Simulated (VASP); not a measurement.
# Hf (Fm-3m) in VASP: a series of runs

The runs below take Hf through single point, with r2SCAN.

All numbers are computed with VASP 6.6.1; they aren't measurements. Logs are shortened: lines on timing, memory, paths and dates and some standing lists are left out, and cuts for length are marked.

## 1. The cell of the first run

Symmetry: Fm-3m, No. 225, cubic system. Conventional cell: a = 4.380 Å, b = 4.380 Å, c = 4.380 Å, α = 90.00°, β = 90.00°, γ = 90.00°. Hf (site symmetry m-3m) has 12 Hf at 3.10 Å within 4.1 Å.

## 2. Single point, r2SCAN

POSCAR

```
Hf
1.0
    0.0000000000      2.1899963220      2.1899963220
    2.1899963220      0.0000000000      2.1899963220
    2.1899963220      2.1899963220      0.0000000000
Hf
1
Direct
    0.0000000000      0.0000000000      0.0000000000
```

INCAR.step1

```
SYSTEM = Hf
PREC = Accurate ; ENCUT = 520
ISMEAR = -1 ; SIGMA = 0.05
LREAL = .False. ; LASPH = .True.
NELM = 60 ; NBANDS = 11
GGA = PE ; ALGO = Normal
EDIFF = 1E-4 ; LWAVE = .True.
LCHARG = .False.
```

INCAR.step2

```
SYSTEM = Hf
PREC = Accurate ; ENCUT = 520
EDIFF = 1E-6 ; ISMEAR = -1
SIGMA = 0.05 ; LREAL = .False.
LASPH = .True. ; NELM = 60
ALGO = Normal ; ISIF = 2
LWAVE = .False. ; LCHARG = .False.
METAGGA = R2SCAN ; LMIXTAU = .True.
NBANDS = 11 ; ISTART = 1
```

KPOINTS

```
Automatic mesh
0
Gamma
  10 10 10
  0 0 0
```

Potentials or basis: VASP PAW PBE potentials, release 64 (Hf_pv).

Command:

```sh
cat potpaw_PBE.64/Hf_pv/POTCAR > POTCAR
cp INCAR.step1 INCAR
mpirun -np 1 vasp_std > vasp.out
cp INCAR.step2 INCAR
mpirun -np 1 vasp_std > vasp.out
```

OUTCAR:

```text
SYSTEM = Hf
   PREC = Accurate
   ENCUT = 520
   EDIFF = 1E-6
   ISMEAR = -1
   LREAL = .False.
   LASPH = .True.
   NELM = 60
   ISIF = 2
   METAGGA = R2SCAN
   ISTART = 1

 ion  position               nearest neighbor table
   1  0.000  0.000  0.000-

  LATTYP: Found a face centered cubic cell.
 ALAT       =     4.3799926440

  Lattice vectors:

 A1 = (   0.0000000000,   2.1899963220,   2.1899963220)
 A2 = (   2.1899963220,   0.0000000000,   2.1899963220)
 A3 = (   2.1899963220,   2.1899963220,   0.0000000000)

Analysis of symmetry for initial positions (statically):
=====================================================================
 Subroutine PRICEL returns:
 Original cell was already a primitive cell.

 Routine SETGRP: Setting up the symmetry group for a
 face centered cubic supercell.

 Subroutine GETGRP returns: Found 48 space group operations
 (whereof 48 operations were pure point group operations)
 out of a pool of 48 trial point group operations.

The static configuration has the point symmetry O_h .

Analysis of symmetry for dynamics (positions and initial velocities):
=====================================================================
 Subroutine PRICEL returns:
 Original cell was already a primitive cell.

 Routine SETGRP: Setting up the symmetry group for a
 face centered cubic supercell.

 Subroutine GETGRP returns: Found 48 space group operations
 (whereof 48 operations were pure point group operations)
 out of a pool of 48 trial point group operations.

The dynamic configuration has the point symmetry O_h .

 Subroutine INISYM returns: Found 48 space group operations
 (whereof 48 operations are pure point group operations),
 and found     1 'primitive' translations

----------------------------------------------------------------------------------------

                                     Primitive cell

  volume of cell :      21.0068

  direct lattice vectors                    reciprocal lattice vectors
     0.000000000  2.189996322  2.189996322    -0.228310886  0.228310886  0.228310886
     2.189996322  0.000000000  2.189996322     0.228310886 -0.228310886  0.228310886
     2.189996322  2.189996322  0.000000000     0.228310886  0.228310886 -0.228310886

  length of vectors
     3.097122500  3.097122500  3.097122500     0.395446054  0.395446054  0.395446054

  position of ions in fractional coordinates (direct lattice)
     0.000000000  0.000000000  0.000000000

  ion indices of the primitive-cell ions
   primitive index   ion index
                 1           1

----------------------------------------------------------------------------------------

 KPOINTS: Automatic mesh

Automatic generation of k-mesh.
 Grid dimensions read from file:
 generate k-points for:   10   10   10

 Generating k-lattice:

  Cartesian coordinates                     Fractional coordinates (reciprocal lattice)
    -0.022831089  0.022831089  0.022831089     0.100000000  0.000000000  0.000000000
     0.022831089 -0.022831089  0.022831089     0.000000000  0.100000000  0.000000000
     0.022831089  0.022831089 -0.022831089     0.000000000  0.000000000  0.100000000

  Length of vectors
     0.039544605  0.039544605  0.039544605

  Shift w.r.t. Gamma in fractional coordinates (k-lattice)
     0.000000000  0.000000000  0.000000000

 Subroutine IBZKPT returns following result:
 ===========================================

 Found     47 irreducible k-points:

 Following reciprocal coordinates:
            Coordinates               Weight
  0.000000  0.000000  0.000000      1.000000
  0.100000  0.000000  0.000000      8.000000
  0.200000  0.000000  0.000000      8.000000
  0.300000  0.000000  0.000000      8.000000
  0.400000  0.000000  0.000000      8.000000
  0.500000  0.000000  0.000000      4.000000
[... 16 lines left out ...]
  0.300000  0.300000  0.000000      6.000000
  0.400000  0.300000  0.000000     24.000000
 [... further k-points ...]
   k-points           NKPTS =     47   k-points in BZ     NKDIM =     47   number of bands    NBANDS=     11
   number of dos      NEDOS =    301   number of ions     NIONS =      1
   total plane-waves  NPLWV =  13824
   dimension x,y,z NGX =    24 NGY =   24 NGZ =   24
   dimension x,y,z NGXF=    48 NGYF=   48 NGZF=   48
   ions per type =               1
   NGX,Y,Z   is equivalent  to a cutoff of  12.88, 12.88, 12.88 a.u.
   NGXF,Y,Z  is equivalent  to a cutoff of  25.77, 25.77, 25.77 a.u.
 SYSTEM =  Hf
   PREC   = accura    normal or accurate (medium, high low for compatibility)
   ISTART =      1    job   : 0-new  1-cont  2-samecut
   ICHARG =      0    charge: 1-file 2-atom 10-const
   ISPIN  =      1    spin polarized calculation?
   LNONCOLLINEAR =      F non collinear calculations
   LSORBIT =      F    spin-orbit coupling
   LASPH  =      T    aspherical Exc in radial PAW
   ENCUT  =  520.0 eV  38.22 Ry    6.18 a.u.   5.76  5.76  5.76*2*pi/ulx,y,z
   NELM   =     60;   NELMIN=  2; NELMDL=  0     # of ELM steps
   EDIFF  = 0.1E-05   stopping-criterion for ELM
   LREAL  =      F    real-space projection
   EDIFFG = 0.1E-04   stopping-criterion for IOM
   NSW    =      0    number of steps for IOM
   IBRION =     -1    ionic relax: 0-MD 1-quasi-New 2-CG
   NFREE  =      0    steps in history (QN), initial steepest desc. (CG)
   ISIF   =      2    stress and relaxation
   ISYM   =      2    0-nonsym 1-usesym 2-fastsym
   POTIM  = 0.5000    time-step for ionic-motion
   TEBEG  =    0.0;   TEEND  =   0.0 temperature during run
   PSTRESS=    0.0 pullay stress
   NELECT =      10.0000    total number of electrons
   NUPDOWN=      -1.0000    fix difference up-down
   EMIN   =  10.00;   EMAX   =-10.00  energy-range for DOS
   EFERMI =   0.00;   METHOD = LEGACY
   ISMEAR =    -1;   SIGMA  =   0.05  broadening in eV -4-tet -1-fermi 0-gaus
   EFERMI_NEDOS =   21; number of points for ismear=-14 and -15
   IALGO  =     38    algorithm
   IMIX   =      4    mixing-type and parameters
     AMIX     =   0.40;   BMIX     =  1.00
     AMIX_MAG =   1.60;   BMIX_MAG =  1.00
  volume/ion in A,a.u.               =      21.01       141.76
  Fermi-wavevector in a.u.,A,eV,Ry     =   1.278267  2.415574 22.231451  1.633966
  Thomas-Fermi vector in A             =   2.410819
   LORBIT       =      0    0 simple, 1 ext, 2 COOP (PROOUT), +10 PAW based schemes
   METAGGA = R2SCAN    functional components
   LHFCALC =     F    Hartree Fock is set to
   AEXX    =    0.0000 exact exchange contribution
   IVDW    =     0    specifies the selected vdW correction
   LEPSILON=     F    determine dielectric tensor
   LRPA    =     F    only Hartree local field effects (RPA)
 non-spin polarized calculation
  energy-cutoff  :      520.00
  volume of cell :       21.01
 maximum number of plane-waves:       588
   NGX = 11   NGY = 11   NGZ = 11

 number of electron      10.0000001 magnetization

 Free energy of the ion-electron system (eV)
  ---------------------------------------------------
  ext. energy  EPLUGINS =         0.00000000
  ---------------------------------------------------
  free energy    TOTEN  =       -45.04329000 eV

  energy without entropy =      -45.03353216  energy(sigma->0) =      -45.03841108

 E-fermi :   5.0577     XC(G=0): -12.4918

 val. band max:        5.0219930633   @ k =   0.3000   0.0000   0.0000
 cond. band min:       5.1000403036   @ k =  -0.2000   0.1000   0.0000
 fundamental gap:      0.0780472403
 Fermi energy:         5.0577227121

 k-point     1 :       0.0000    0.0000    0.0000
  band No.  band energies     occupation
      1     -25.8097      2.00000
      2     -25.8097      2.00000
      3     -25.8097      2.00000
      4      -2.7116      2.00000
      5       6.6878      0.00000
      6       6.6878      0.00000
      7       6.6878      0.00000
      8       9.9184      0.00000
      9       9.9184      0.00000
     10      17.1009      0.00000
     11      17.2772      0.00000

 k-point     2 :       0.1000    0.0000    0.0000
  band No.  band energies     occupation
      1     -25.9163      2.00000
      2     -25.8227      2.00000
      3     -25.8227      2.00000
      4      -2.3256      2.00000
      5       6.2858      0.00000
      6       6.8641      0.00000
      7       6.8641      0.00000
      8       9.7210      0.00000
      9       9.7210      0.00000
     10      17.2771      0.00000
     11      17.9472      0.00000

 k-point     3 :       0.2000    0.0000    0.0000
  band No.  band energies     occupation
      1     -26.1871      2.00000
      2     -25.8566      2.00000
      3     -25.8566      2.00000
      4      -1.2862      2.00000
      5       5.5026      0.00027
      6       7.1267      0.00000
      7       7.1267      0.00000
      8       9.5967      0.00000
      9       9.5967      0.00000
     10      17.2771      0.00000
     11      18.0807      0.00000

 k-point     4 :       0.3000    0.0000    0.0000
  band No.  band energies     occupation
      1     -26.5070      2.00000
      2     -25.8981      2.00000
      3     -25.8980      2.00000
      4       0.0097      2.00000
      5       5.0220      1.34283
      6       6.9509      0.00000
      7       6.9509      0.00000
      8      10.3293      0.00000
      9      10.3293      0.00000
     10      16.6636      0.00000
     11      17.2773      0.00000
[... 239 lines left out ...]
 k-point    22 :      -0.2000    0.2000    0.0000
  band No.  band energies     occupation
      1     -26.4556      2.00000
      2     -26.0984      2.00000
      3     -25.8927      2.00000
      4       0.6900      2.00000
      5       4.7135      1.99795
      6       6.0276      0.00000
      7       8.0450      0.00000
      8       8.4861      0.00000
      9      12.0868      0.00000
     10      17.2767      0.00000
     11      18.5626      0.00000

 k-point    23 :       0.3000    0.3000    0.0000
  band No.  band energies     occupation
      1     -26.4734      2.00000
      2     -26.0518      2.00000
      3     -26.0518      2.00000
      4       0.7963      2.00000
      5       3.6739      2.00000
      6       6.3418      0.00000
      7       9.3720      0.00000
      8       9.3720      0.00000
      9      11.3365      0.00000
     10      17.2769      0.00000
     11      21.0543      0.00000

 k-point    24 :       0.4000    0.3000    0.0000
  band No.  band energies     occupation
      1     -26.6050      2.00000
      2     -26.1266      2.00000
      3     -26.0924      2.00000
      4       1.4969      2.00000
      5       3.3630      2.00000
      6       6.0769      0.00000
      7       9.6875      0.00000
      8      10.7641      0.00000
      9      12.0659      0.00000
     10      17.2763      0.00000
     11      18.1892      0.00000

 [... further k-points ...]
[... 5 lines left out ...]
  --------------------------------------------------------------------------------------
  -------------------------------------------------------------------------------------
  Total        0.8875356      0.8875356      0.8875356      0.0000000      0.0000000     -0.0000000
  in kB       67.6918245     67.6918245     67.6918245      0.0000000      0.0000000     -0.0000000
  external PRESSURE =      67.6918245 kB  Pullay stress =       0.0000000 kB

 VOLUME and BASIS-vectors are now :
 -----------------------------------------------------------------------------
  energy-cutoff  :      520.00
  volume of cell :       21.01
      direct lattice vectors                 reciprocal lattice vectors
     0.000000000  2.189996322  2.189996322    -0.228310886  0.228310886  0.228310886
     2.189996322  0.000000000  2.189996322     0.228310886 -0.228310886  0.228310886
     2.189996322  2.189996322  0.000000000     0.228310886  0.228310886 -0.228310886

 POSITION                                       TOTAL-FORCE (eV/Angst)
 -----------------------------------------------------------------------------------
      0.00000      0.00000      0.00000        -0.000000     -0.000000     -0.000000
 -----------------------------------------------------------------------------------
    total drift:                               -0.000000      0.000000      0.000000

  FREE ENERGIE OF THE ION-ELECTRON SYSTEM (eV)
  ---------------------------------------------------
  free  energy   TOTEN  =       -45.0432900029 eV

  energy  without entropy=      -45.0335321574  energy(sigma->0) =      -45.03841108
```

Wall time 14 s (1 thread of Intel Xeon Platinum 8559C (Emerald Rapids), shared host); peak memory 0.14 GiB.

Results:

```
Free energy            : -45.0433 eV
Pressure               : 6.8 GPa
Band gap on the k mesh : zero (band 5 reaches 6.69 eV, above the bottom of band 6 at 4.67 eV)
```

Caveat: the PAW data sets were made with another functional, which shifts forces and pressure a little; spin-orbit coupling is left out, which moves the levels of the heavy elements.

(Continued in part 2 of 2.)
